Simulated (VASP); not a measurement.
# InAs (F-43m) in VASP: a series of runs

The runs below take InAs through single point, with PBE.

All numbers are computed with VASP 6.6.1; they aren't measurements. Logs are shortened: lines on timing, memory, paths and dates and some standing lists are left out, and cuts for length are marked.

### Step 1. The cell of the first run

The structure is cubic, space group F-43m (No. 216). Conventional cell: a = 6.185 Å, b = 6.185 Å, c = 6.185 Å, α = 90.00°, β = 90.00°, γ = 90.00°. Within 3.5 Å of In (site symmetry -43m) lie 4 As at 2.68 Å. As (site symmetry -43m) has 4 In at 2.68 Å within 3.5 Å.

### Step 2. Single point, PBE, non-collinear spin, zero start, spin-orbit coupling

The input, INCAR:

```
SYSTEM = InAs
  ALGO = Normal
  EDIFF = 1E-7
  ENCUT = 520
  GGA = PE
  GGA_COMPAT = .False.
  ISIF = 2
  ISMEAR = 0
  LASPH = .True.
  LCHARG = .False.
  LNONCOLLINEAR = .True.
  LORBIT = 11
  LORBMOM = .True.
  LREAL = .False.
  LSORBIT = .True.
  LWAVE = .False.
  MAGMOM = 0 0 0 0 0 0
  NBANDS = 30
  NELM = 150
  PREC = Accurate
  SIGMA = 0.1
```

The input, KPOINTS:

```
k-points
0
Gamma
  12 12 12
  0 0 0
```

The input, POSCAR:

```
InAs
1.0
    0.0000000000      3.0924443351      3.0924443351
    3.0924443351      0.0000000000      3.0924443351
    3.0924443351      3.0924443351      0.0000000000
In As
1 1
Direct
    0.0000000000      0.0000000000      0.0000000000
    0.2500000000      0.2500000000      0.2500000000
```

Potentials or basis: VASP PAW PBE potentials, release 64 (In_d, As).

On the command line:

```console
cat potpaw_PBE.64/In_d/POTCAR potpaw_PBE.64/As/POTCAR > POTCAR
mpirun -np 1 vasp_ncl > vasp.out
```

OUTCAR:

```text
SYSTEM = InAs
   EDIFF = 1E-7
   ENCUT = 520
   GGA = PE
   ISIF = 2
   ISMEAR = 0
   LASPH = .True.
   LNONCOLLINEAR = .True.
   LORBIT = 11
   LREAL = .False.
   LSORBIT = .True.
   NELM = 150
   PREC = Accurate

 ion  position               nearest neighbor table
   1  0.000  0.000  0.000-   2 2.68   2 2.68   2 2.68   2 2.68
   2  0.250  0.250  0.250-   1 2.68   1 2.68   1 2.68   1 2.68

  LATTYP: Found a face centered cubic cell.
 ALAT       =     6.1848886702

  Lattice vectors:

 A1 = (   0.0000000000,   3.0924443351,   3.0924443351)
 A2 = (   3.0924443351,   0.0000000000,   3.0924443351)
 A3 = (   3.0924443351,   3.0924443351,   0.0000000000)

Analysis of symmetry for initial positions (statically):
=====================================================================
 Subroutine PRICEL returns:
 Original cell was already a primitive cell.

 Routine SETGRP: Setting up the symmetry group for a
 face centered cubic supercell.

 Subroutine GETGRP returns: Found 24 space group operations
 (whereof 24 operations were pure point group operations)
 out of a pool of 48 trial point group operations.

The static configuration has the point symmetry T_d .

Analysis of symmetry for dynamics (positions and initial velocities):
=====================================================================
 Subroutine PRICEL returns:
 Original cell was already a primitive cell.

 Routine SETGRP: Setting up the symmetry group for a
 face centered cubic supercell.

 Subroutine GETGRP returns: Found 24 space group operations
 (whereof 24 operations were pure point group operations)
 out of a pool of 48 trial point group operations.

The dynamic configuration has the point symmetry T_d .

Analysis of structural, dynamic, and magnetic symmetry:
=====================================================================
 Subroutine PRICEL returns:
 Original cell was already a primitive cell.

 Routine SETGRP: Setting up the symmetry group for a
 face centered cubic supercell.

 Subroutine GETGRP returns: Found 24 space group operations
 (whereof 24 operations were pure point group operations)
 out of a pool of 48 trial point group operations.

The overall configuration has the point symmetry T_d .

 Subroutine INISYM returns: Found 24 space group operations
 (whereof 24 operations are pure point group operations),
 and found     1 'primitive' translations

----------------------------------------------------------------------------------------

                                     Primitive cell

  volume of cell :      59.1474

  direct lattice vectors                    reciprocal lattice vectors
     0.000000000  3.092444335  3.092444335    -0.161684398  0.161684398  0.161684398
     3.092444335  0.000000000  3.092444335     0.161684398 -0.161684398  0.161684398
     3.092444335  3.092444335  0.000000000     0.161684398  0.161684398 -0.161684398

  length of vectors
     4.373376720  4.373376720  4.373376720     0.280045592  0.280045592  0.280045592

  position of ions in fractional coordinates (direct lattice)
     0.000000000  0.000000000  0.000000000
     0.250000000  0.250000000  0.250000000

  ion indices of the primitive-cell ions
   primitive index   ion index
                 1           1
                 2           2

----------------------------------------------------------------------------------------

 KPOINTS: k-points

Automatic generation of k-mesh.
 Grid dimensions read from file:
 generate k-points for:   12   12   12

 Generating k-lattice:

  Cartesian coordinates                     Fractional coordinates (reciprocal lattice)
    -0.013473700  0.013473700  0.013473700     0.083333333  0.000000000  0.000000000
     0.013473700 -0.013473700  0.013473700     0.000000000  0.083333333  0.000000000
     0.013473700  0.013473700 -0.013473700     0.000000000  0.000000000  0.083333333

  Length of vectors
     0.023337133  0.023337133  0.023337133

[... 89 lines left out ...]
   NGX = 17   NGY = 17   NGZ = 17

 number of electron      17.9999997 magnetization       0.0000000      0.0000000      0.0000000

 number of electron      17.9999997 magnetization      -0.0000000     -0.0000000      0.0000000

 number of electron      17.9999997 magnetization      -0.0000000      0.0000000      0.0000000

 Free energy of the ion-electron system (eV)
  ---------------------------------------------------
  ext. energy  EPLUGINS =         0.00000000
  ---------------------------------------------------
  free energy    TOTEN  =        -7.76839484 eV

  energy without entropy =       -7.76826872  energy(sigma->0) =       -7.76833178

 E-fermi :   3.9935     XC(G=0):  -8.7992

 val. band max:        3.9564430270   @ k =   0.0000   0.0000   0.0000
 cond. band min:       4.4867991762   @ k =   0.0833   0.0000   0.0000
 fundamental gap:      0.5303561492
 Fermi energy:         3.9935059439

 k-point     1 :       0.0000    0.0000    0.0000
  band No.  band energies     occupation
      1     -10.8882      1.00000
      2     -10.8882      1.00000
      3     -10.8882      1.00000
      4     -10.8882      1.00000
      5     -10.0843      1.00000
      6     -10.0843      1.00000
[... 781 lines left out ...]
     29      13.4104      0.00000
     30      13.4168      0.00000

 [... further k-points ...]
[... 5 lines left out ...]
  --------------------------------------------------------------------------------------
  -------------------------------------------------------------------------------------
  Total        0.0218932      0.0218932      0.0218932      0.0000000      0.0000000      0.0000000
  in kB        0.5930396      0.5930396      0.5930396      0.0000000      0.0000000      0.0000000
  external PRESSURE =       0.5930396 kB  Pullay stress =       0.0000000 kB

 VOLUME and BASIS-vectors are now :
 -----------------------------------------------------------------------------
  energy-cutoff  :      520.00
  volume of cell :       59.15
      direct lattice vectors                 reciprocal lattice vectors
     0.000000000  3.092444335  3.092444335    -0.161684398  0.161684398  0.161684398
     3.092444335  0.000000000  3.092444335     0.161684398 -0.161684398  0.161684398
     3.092444335  3.092444335  0.000000000     0.161684398  0.161684398 -0.161684398

 POSITION                                       TOTAL-FORCE (eV/Angst)
 -----------------------------------------------------------------------------------
      0.00000      0.00000      0.00000        -0.000000     -0.000000     -0.000000
      1.54622      1.54622      1.54622         0.000000      0.000000      0.000000
 -----------------------------------------------------------------------------------
    total drift:                                0.000000      0.000000      0.000000

  FREE ENERGIE OF THE ION-ELECTRON SYSTEM (eV)
  ---------------------------------------------------
  free  energy   TOTEN  =        -7.7683948397 eV

  energy  without entropy=       -7.7682687155  energy(sigma->0) =       -7.76833178

 orbital moment (x)

 # of ion     p       d       tot
 ----------------------------------------
  1        -0.000  -0.000  -0.000
  2        -0.000  -0.000  -0.000
 ----------------------------------------
           -0.000  -0.000  -0.000

 orbital moment (y)

 # of ion     p       d       tot
 ----------------------------------------
  1         0.000  -0.000   0.000
  2         0.000   0.000   0.000
 ----------------------------------------
            0.000  -0.000   0.000

 orbital moment (z)

 # of ion     p       d       tot
 ----------------------------------------
  1         0.000   0.000   0.000
  2         0.000   0.000   0.000
 ----------------------------------------
            0.000   0.000   0.000

 Spin-Orbit-Coupling matrix elements

 Ion:    1  E_soc:     -0.0711274
 l=   1
     0.0000000    -0.0054580    -0.0054580
    -0.0054580     0.0000000    -0.0054580
    -0.0054580    -0.0054580     0.0000000
 l=   2
     0.0000000    -0.0012870     0.0000000    -0.0012870    -0.0051095
    -0.0012870     0.0000000    -0.0038321    -0.0012870    -0.0012774
     0.0000000    -0.0038321     0.0000000    -0.0038321     0.0000000
    -0.0012870    -0.0012870    -0.0038321     0.0000000    -0.0012774
    -0.0051095    -0.0012774     0.0000000    -0.0012774     0.0000000
 l=   3
     0.0000000     0.0000000     0.0000000     0.0000000     0.0000000     0.0000000     0.0000000
     0.0000000     0.0000000     0.0000000     0.0000000     0.0000000     0.0000000     0.0000000
     0.0000000     0.0000000     0.0000000     0.0000000     0.0000000     0.0000000     0.0000000
     0.0000000     0.0000000     0.0000000     0.0000000     0.0000000     0.0000000     0.0000000
     0.0000000     0.0000000     0.0000000     0.0000000     0.0000000     0.0000000     0.0000000
     0.0000000     0.0000000     0.0000000     0.0000000     0.0000000     0.0000000     0.0000000
     0.0000000     0.0000000     0.0000000     0.0000000     0.0000000     0.0000000     0.0000000

 Ion:    2  E_soc:     -0.0269072
 l=   1
     0.0000000    -0.0044827    -0.0044827
    -0.0044827     0.0000000    -0.0044827
    -0.0044827    -0.0044827     0.0000000
 l=   2
     0.0000000    -0.0000009     0.0000000    -0.0000009    -0.0000009
    -0.0000009     0.0000000    -0.0000007    -0.0000009    -0.0000002
     0.0000000    -0.0000007     0.0000000    -0.0000007     0.0000000
    -0.0000009    -0.0000009    -0.0000007     0.0000000    -0.0000002
    -0.0000009    -0.0000002     0.0000000    -0.0000002     0.0000000
 l=   3
     0.0000000     0.0000000     0.0000000     0.0000000     0.0000000     0.0000000     0.0000000
     0.0000000     0.0000000     0.0000000     0.0000000     0.0000000     0.0000000     0.0000000
     0.0000000     0.0000000     0.0000000     0.0000000     0.0000000     0.0000000     0.0000000
     0.0000000     0.0000000     0.0000000     0.0000000     0.0000000     0.0000000     0.0000000
     0.0000000     0.0000000     0.0000000     0.0000000     0.0000000     0.0000000     0.0000000
     0.0000000     0.0000000     0.0000000     0.0000000     0.0000000     0.0000000     0.0000000
     0.0000000     0.0000000     0.0000000     0.0000000     0.0000000     0.0000000     0.0000000

 total charge

# of ion       s       p       d       tot
------------------------------------------
    1        0.850   0.672   9.880  11.402
    2        1.226   1.526   0.019   2.771
--------------------------------------------------
tot          2.076   2.198   9.899  14.173

 magnetization (x)

# of ion       s       p       d       tot
------------------------------------------
    1        0.000   0.000   0.000   0.000
    2       -0.000   0.000  -0.000   0.000
--------------------------------------------------
tot          0.000   0.000  -0.000   0.000

 magnetization (y)

# of ion       s       p       d       tot
------------------------------------------
    1        0.000  -0.000   0.000  -0.000
    2        0.000  -0.000   0.000  -0.000
--------------------------------------------------
tot          0.000  -0.000   0.000  -0.000

 magnetization (z)

# of ion       s       p       d       tot
------------------------------------------
    1       -0.000  -0.000  -0.000  -0.000
    2       -0.000   0.000   0.000   0.000
--------------------------------------------------
tot         -0.000   0.000  -0.000  -0.000
```

Wall time 4.8 min (1 thread of Intel Xeon 6975P-C (Granite Rapids), shared host); peak memory 0.58 GiB.

What came out:

```
Free energy                                           : -7.7684 eV
Pressure                                              : 0.1 GPa
Net moment                                            : 0.00 μB per cell
Valence electrons inside the program's atomic spheres : In 11.40; As 2.77
```

Moments on the atoms (μB; x, y, z):
```
In  0.00 0.00 0.00
As  0.00 0.00 0.00
```

### Step 3. Single point, PBE, non-collinear spin, zero start, spin-orbit coupling

The input, INCAR:

```
SYSTEM = InAs
PREC = Accurate
ENCUT = 520
EDIFF = 1E-6
ISMEAR = 0
SIGMA = 0.1
LREAL = .FALSE.
LASPH = .TRUE.
NELM = 150
ALGO = Normal
ISIF = 2
LWAVE = .FALSE.
LCHARG = .FALSE.
MAGMOM = 0 0 0 0 0 0
LORBIT = 11
LSORBIT = .TRUE.
GGA_COMPAT = .FALSE.
LORBMOM = .TRUE.
GGA = PE
NBANDS = 30
```

The input, KPOINTS:

```
regular mesh
0
G
  12 12 12
  0 0 0
```

POSCAR is that of step 2.

Potentials or basis: VASP PAW PBE potentials, release 64 (In_d, As).

On the command line:

```console
cat potpaw_PBE.64/In_d/POTCAR potpaw_PBE.64/As/POTCAR > POTCAR
mpirun -np 1 vasp_ncl > vasp.out
```

Run time: 4.9 min. Hardware: 1 thread of Intel Xeon 6975P-C (Granite Rapids), shared host; peak memory 0.57 GiB.

The run converged. Its results:

```yaml
Free_energy: -7.7684 eV
Pressure: 0.1 GPa
Net_moment: 0.00 μB per cell
Valence_electrons_inside_the_program's_atomic_spheres: In 11.40; As 2.77
```

Moments on the atoms (μB; x, y, z):
```
In  0.00 0.00 0.00
As  0.00 0.00 0.00
```
